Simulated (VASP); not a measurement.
Runs of VASP 6.6.1 on Yb. The structure is that of space group Im-3m (No. 229), or close to it. The cells are those of the table. 

```tsv
level	cell	k mesh	smearing	gap on the mesh (eV)	pressure (GPa)
PBE+D3(BJ)	a = 2.725 Å, angles 109.5°, 1 atom	14 × 14 × 14	gaussian 0.025 eV	none	65.1
PBE	a = 3.231 Å, angles 109.5°, 1 atom	14 × 14 × 14	fermi-dirac 0.08 eV	none	10.1
PBE	a = 2.620 Å, angles 109.5°, 1 atom	14 × 14 × 14	fermi-dirac 0.08 eV	none	(b)
PBE	a = 3.496 Å, angles 109.5°, 1 atom	14 × 14 × 14	fermi-dirac 0.08 eV	none	0.3
PBE	a = 2.725 Å, angles 109.5°, 1 atom	14 × 14 × 14	fermi-dirac 0.08 eV	none	(a)
PBE	a = 3.081 Å, angles 109.5°, 1 atom	14 × 14 × 14, shifted	fermi-dirac 0.08 eV	none	19.4
PBE	a = 2.914 Å, angles 109.5°, 1 atom	14 × 14 × 14	fermi-dirac 0.08 eV	none	37.3
```

Alike in all rows: task single point; potentials or basis VASP PAW PBE potentials, release 64 (Yb); no spin polarisation; cutoff (eV) 520.

Question: Fill in the values left out.

Answer: (a) 72.5; (b) 104.1.

Caveats: spin-orbit coupling is left out, which moves the levels of the heavy elements; pairwise dispersion overbinds metals, which lowers pressure and volume (some runs).

A k mesh can miss the band edges, and the runs leave out spin-orbit coupling on Yb.

A gap of «none» marks levels without a gap at the run's occupations.
